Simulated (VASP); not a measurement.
# GaN (P6_3mc) in VASP: further runs

The runs below take GaN through single point, with PBEsol.

All numbers are computed with VASP 6.6.1; they aren't measurements. Logs are shortened: lines on timing, memory, paths and dates and some standing lists are left out, and cuts for length are marked.

### Step 1. The cell of the first run

It takes space group P6_3mc (No. 186, hexagonal). Conventional cell: a = 3.087 Å, b = 3.087 Å, c = 5.185 Å, α = 90.00°, β = 90.00°, γ = 120.00°. Ga (site symmetry 3m) has 4 N at 1.89 to 1.95 Å within 2.5 Å. N (site symmetry 3m) has 4 Ga at 1.89 to 1.95 Å within 2.5 Å.

### Step 2. Single point, PBEsol (strain -0.030 along x and y, +0.000 along z)

Input file INCAR:

```
  PREC = Accurate
  ENCUT = 520
  EDIFF = 1E-6
  ISMEAR = 0
  SIGMA = 0.05
  LREAL = F
  LASPH = T
  NELM = 60
  ALGO = Normal
  ISIF = 2
  LWAVE = F
  LCHARG = F
  GGA = PS
  NBANDS = 26
```

Input file KPOINTS:

```
Automatic mesh
0
Gamma
  12 12 6
```

Input file POSCAR:

```
GaN
1.0
    3.0871011326      0.0000000000      0.0000000000
   -1.5435505663      2.6735080048      0.0000000000
    0.0000000000      0.0000000000      5.1854260795
Ga N
2 2
Direct
    0.3333333333      0.6666666667      0.9991941071
    0.6666666667      0.3333333333      0.4991941071
    0.3333333333      0.6666666667      0.3758058929
    0.6666666667      0.3333333333      0.8758058929
```

Potentials or basis: VASP PAW PBE potentials, release 64 (Ga_d, N).

Command:

```
> cat potpaw_PBE.64/Ga_d/POTCAR potpaw_PBE.64/N/POTCAR > POTCAR
> mpirun -np 1 vasp_std > vasp.out
```

OUTCAR:

```text
PREC = Accurate
   ENCUT = 520
   EDIFF = 1E-6
   ISMEAR = 0
   LREAL = F
   LASPH = T
   NELM = 60
   ISIF = 2
   GGA = PS

 ion  position               nearest neighbor table
   1  0.333  0.667  0.999-   4 1.89   4 1.89   4 1.89   3 1.95
   2  0.667  0.333  0.499-   3 1.89   3 1.89   3 1.89   4 1.95
   3  0.333  0.667  0.376-   2 1.89   2 1.89   2 1.89   1 1.95
   4  0.667  0.333  0.876-   1 1.89   1 1.89   1 1.89   2 1.95

  LATTYP: Found a hexagonal cell.
 ALAT       =     3.0871011326
 C/A-ratio  =     1.6797072259

  Lattice vectors:

 A1 = (   3.0871011326,   0.0000000000,   0.0000000000)
 A2 = (  -1.5435505663,   2.6735080048,   0.0000000000)
 A3 = (   0.0000000000,   0.0000000000,   5.1854260795)

Analysis of symmetry for initial positions (statically):
=====================================================================
 Subroutine PRICEL returns:
 Original cell was already a primitive cell.

 Routine SETGRP: Setting up the symmetry group for a
 hexagonal supercell.

 Subroutine GETGRP returns: Found 12 space group operations
 (whereof  6 operations were pure point group operations)
 out of a pool of 24 trial point group operations.

The static configuration has the point symmetry C_3v.
 The point group associated with its full space group is C_6v.

Analysis of symmetry for dynamics (positions and initial velocities):
=====================================================================
 Subroutine PRICEL returns:
 Original cell was already a primitive cell.

 Routine SETGRP: Setting up the symmetry group for a
 hexagonal supercell.

 Subroutine GETGRP returns: Found 12 space group operations
 (whereof  6 operations were pure point group operations)
 out of a pool of 24 trial point group operations.

The dynamic configuration has the point symmetry C_3v.
 The point group associated with its full space group is C_6v.

 Subroutine INISYM returns: Found 12 space group operations
 (whereof  6 operations are pure point group operations),
 and found     1 'primitive' translations

----------------------------------------------------------------------------------------

                                     Primitive cell

  volume of cell :      42.7973

  direct lattice vectors                    reciprocal lattice vectors
     3.087101133  0.000000000  0.000000000     0.323928487  0.187020199  0.000000000
    -1.543550566  2.673508005  0.000000000     0.000000000  0.374040399  0.000000000
     0.000000000  0.000000000  5.185426080     0.000000000  0.000000000  0.192848183

  length of vectors
     3.087101133  3.087101133  5.185426080     0.374040399  0.374040399  0.192848183

  position of ions in fractional coordinates (direct lattice)
     0.333333333  0.666666667  0.999194107
     0.666666667  0.333333333  0.499194107
     0.333333333  0.666666667  0.375805893
     0.666666667  0.333333333  0.875805893

  ion indices of the primitive-cell ions
   primitive index   ion index
                 1           1
                 2           2
                 3           3
                 4           4

----------------------------------------------------------------------------------------

 KPOINTS: Automatic mesh

Automatic generation of k-mesh.
 Grid dimensions read from file:
 generate k-points for:   12   12    6

 Generating k-lattice:

  Cartesian coordinates                     Fractional coordinates (reciprocal lattice)
     0.026994041  0.015585017  0.000000000     0.083333333 -0.000000000  0.000000000
     0.000000000  0.031170033  0.000000000     0.000000000  0.083333333  0.000000000
     0.000000000  0.000000000  0.032141364     0.000000000  0.000000000  0.166666667

  Length of vectors
     0.031170033  0.031170033  0.032141364

  Shift w.r.t. Gamma in fractional coordinates (k-lattice)
     0.000000000  0.000000000  0.000000000

 Subroutine IBZKPT returns following result:
 ===========================================

 Found     76 irreducible k-points:

 Following reciprocal coordinates:
            Coordinates               Weight
  0.000000  0.000000  0.000000      1.000000
  0.083333  0.000000  0.000000      6.000000
  0.166667  0.000000  0.000000      6.000000
  0.250000  0.000000  0.000000      6.000000
  0.333333  0.000000  0.000000      6.000000
  0.416667  0.000000  0.000000      6.000000
[... 16 lines left out ...]
  0.250000  0.000000  0.166667     12.000000
  0.333333  0.000000  0.166667     12.000000
 [... further k-points ...]
   k-points           NKPTS =     76   k-points in BZ     NKDIM =     76   number of bands    NBANDS=     26
   number of dos      NEDOS =    301   number of ions     NIONS =      4
   total plane-waves  NPLWV =  23040
   dimension x,y,z NGX =    24 NGY =   24 NGZ =   40
   dimension x,y,z NGXF=    48 NGYF=   48 NGZF=   80
   ions per type =               2   2
   NGX,Y,Z   is equivalent  to a cutoff of  12.92, 12.92, 12.82 a.u.
   NGXF,Y,Z  is equivalent  to a cutoff of  25.85, 25.85, 25.65 a.u.
 SYSTEM =  unknown system
   PREC   = accura    normal or accurate (medium, high low for compatibility)
   ISTART =      0    job   : 0-new  1-cont  2-samecut
   ICHARG =      2    charge: 1-file 2-atom 10-const
   ISPIN  =      1    spin polarized calculation?
   LNONCOLLINEAR =      F non collinear calculations
   LSORBIT =      F    spin-orbit coupling
   LASPH  =      T    aspherical Exc in radial PAW
   ENCUT  =  520.0 eV  38.22 Ry    6.18 a.u.   5.74  5.74  9.64*2*pi/ulx,y,z
   NELM   =     60;   NELMIN=  2; NELMDL= -5     # of ELM steps
   EDIFF  = 0.1E-05   stopping-criterion for ELM
   LREAL  =      F    real-space projection
   EDIFFG = 0.1E-04   stopping-criterion for IOM
   NSW    =      0    number of steps for IOM
   IBRION =     -1    ionic relax: 0-MD 1-quasi-New 2-CG
   NFREE  =      0    steps in history (QN), initial steepest desc. (CG)
   ISIF   =      2    stress and relaxation
   ISYM   =      2    0-nonsym 1-usesym 2-fastsym
   POTIM  = 0.5000    time-step for ionic-motion
   TEBEG  =    0.0;   TEEND  =   0.0 temperature during run
   PSTRESS=    0.0 pullay stress
   NELECT =      36.0000    total number of electrons
   NUPDOWN=      -1.0000    fix difference up-down
   EMIN   =  10.00;   EMAX   =-10.00  energy-range for DOS
   EFERMI =   0.00;   METHOD = LEGACY
   ISMEAR =     0;   SIGMA  =   0.05  broadening in eV -4-tet -1-fermi 0-gaus
   EFERMI_NEDOS =   21; number of points for ismear=-14 and -15
   IALGO  =     38    algorithm
   IMIX   =      4    mixing-type and parameters
     AMIX     =   0.40;   BMIX     =  1.00
     AMIX_MAG =   1.60;   BMIX_MAG =  1.00
  volume/ion in A,a.u.               =      10.70        72.20
  Fermi-wavevector in a.u.,A,eV,Ry     =   1.545385  2.920354 32.493641  2.388215
  Thomas-Fermi vector in A             =   2.650771
   LORBIT       =      0    0 simple, 1 ext, 2 COOP (PROOUT), +10 PAW based schemes
   GGA     = PS    functional components
   LHFCALC =     F    Hartree Fock is set to
   AEXX    =    0.0000 exact exchange contribution
   IVDW    =     0    specifies the selected vdW correction
   LEPSILON=     F    determine dielectric tensor
   LRPA    =     F    only Hartree local field effects (RPA)
 non-spin polarized calculation
 Gauss-broadening in eV      SIGMA  =   0.05
  energy-cutoff  :      520.00
  volume of cell :       42.80
 maximum number of plane-waves:      1172
 NGX is ok and might be reduce to    24
   NGX = 11   NGY = 11   NGZ = 19

 number of electron      35.9999991 magnetization

 Free energy of the ion-electron system (eV)
  ---------------------------------------------------
  ext. energy  EPLUGINS =         0.00000000
  ---------------------------------------------------
  free energy    TOTEN  =       -26.12924901 eV

  energy without entropy =      -26.12924901  energy(sigma->0) =      -26.12924901

 E-fermi :   6.2167     XC(G=0): -12.2615

 val. band max:        5.9689362254   @ k =   0.0000   0.0000   0.0000
 cond. band min:       8.1545445556   @ k =   0.0000   0.0000   0.0000
 fundamental gap:      2.1856083302
 Fermi energy:         6.2166570554

 k-point     1 :       0.0000    0.0000    0.0000
  band No.  band energies     occupation
      1     -10.6472      2.00000
      2      -9.5190      2.00000
      3      -7.5515      2.00000
      4      -7.5452      2.00000
      5      -7.5452      2.00000
      6      -7.4772      2.00000
[... 18 lines left out ...]
     25      18.2064      0.00000
     26      18.2064      0.00000

 k-point     2 :       0.0833    0.0000    0.0000
  band No.  band energies     occupation
      1     -10.5656      2.00000
      2      -9.4916      2.00000
      3      -7.5512      2.00000
      4      -7.5315      2.00000
      5      -7.5187      2.00000
      6      -7.4681      2.00000
[... 18 lines left out ...]
     25      17.7741      0.00000
     26      18.3725      0.00000

 k-point     3 :       0.1667    0.0000    0.0000
  band No.  band energies     occupation
      1     -10.3398      2.00000
      2      -9.4231      2.00000
      3      -7.5246      2.00000
      4      -7.4978      2.00000
      5      -7.4606      2.00000
      6      -7.4306      2.00000
[... 18 lines left out ...]
     25      17.5460      0.00000
     26      18.7405      0.00000

 k-point     4 :       0.2500    0.0000    0.0000
  band No.  band energies     occupation
      1     -10.0308      2.00000
      2      -9.3455      2.00000
      3      -7.4932      2.00000
      4      -7.4629      2.00000
      5      -7.3909      2.00000
      6      -7.3450      2.00000
[... 18 lines left out ...]
     25      17.6352      0.00000
     26      18.7321      0.00000
[... 496 lines left out ...]
      1     -10.2633      2.00000
      2      -9.4602      2.00000
      3      -7.5195      2.00000
      4      -7.4937      2.00000
      5      -7.4595      2.00000
      6      -7.4261      2.00000
[... 18 lines left out ...]
     25      17.2472      0.00000
     26      18.5324      0.00000

 k-point    23 :       0.2500    0.0000    0.1667
  band No.  band energies     occupation
      1      -9.9677      2.00000
      2      -9.3695      2.00000
      3      -7.4924      2.00000
      4      -7.4556      2.00000
      5      -7.4097      2.00000
      6      -7.3534      2.00000
[... 18 lines left out ...]
     25      17.3131      0.00000
     26      19.1138      0.00000

 k-point    24 :       0.3333    0.0000    0.1667
  band No.  band energies     occupation
      1      -9.6908      2.00000
      2      -9.2997      2.00000
      3      -7.4846      2.00000
      4      -7.4325      2.00000
      5      -7.3721      2.00000
      6      -7.2914      2.00000
[... 18 lines left out ...]
     25      17.4833      0.00000
     26      19.3482      0.00000

 [... further k-points ...]
[... 5 lines left out ...]
  --------------------------------------------------------------------------------------
  -------------------------------------------------------------------------------------
  Total        4.7362786      4.7362786      1.0694313      0.0000000      0.0000000      0.0000000
  in kB      177.3091006    177.3091006     40.0356311      0.0000000      0.0000000      0.0000000
  external PRESSURE =     131.5512774 kB  Pullay stress =       0.0000000 kB

 VOLUME and BASIS-vectors are now :
 -----------------------------------------------------------------------------
  energy-cutoff  :      520.00
  volume of cell :       42.80
      direct lattice vectors                 reciprocal lattice vectors
     3.087101133  0.000000000  0.000000000     0.323928487  0.187020199  0.000000000
    -1.543550566  2.673508005  0.000000000     0.000000000  0.374040399  0.000000000
     0.000000000  0.000000000  5.185426080     0.000000000  0.000000000  0.192848183

 POSITION                                       TOTAL-FORCE (eV/Angst)
 -----------------------------------------------------------------------------------
     -0.00000      1.78234      5.18125         0.000000     -0.000000      0.393800
      1.54355      0.89117      2.58853        -0.000000      0.000000      0.393800
     -0.00000      1.78234      1.94871         0.000000     -0.000000     -0.393800
      1.54355      0.89117      4.54143        -0.000000      0.000000     -0.393800
 -----------------------------------------------------------------------------------
    total drift:                               -0.000000     -0.000000     -0.000587

  FREE ENERGIE OF THE ION-ELECTRON SYSTEM (eV)
  ---------------------------------------------------
  free  energy   TOTEN  =       -26.1292490130 eV

  energy  without entropy=      -26.1292490130  energy(sigma->0) =      -26.12924901
```

It took 30 s on 1 thread of Intel Xeon 6975P-C (Granite Rapids), shared host; peak memory 0.2 GiB.

What came out:

```
Free energy            : -26.1292 eV
Pressure               : 13.2 GPa
Largest force          : 0.394 eV/Å
Band gap on the k mesh : 2.19 eV, direct
```

Forces in eV/Å, atoms in the order of the input:
```
Ga   0.000  0.000  0.394
Ga   0.000  0.000  0.394
N    0.000  0.000 -0.394
N    0.000  0.000 -0.394
```

Caveat: the cell differs from its parent crystal (strain -0.030 along x and y, +0.000 along z); the PAW data sets were made with another functional, which shifts forces and pressure a little.

[end of part 1 of 2]
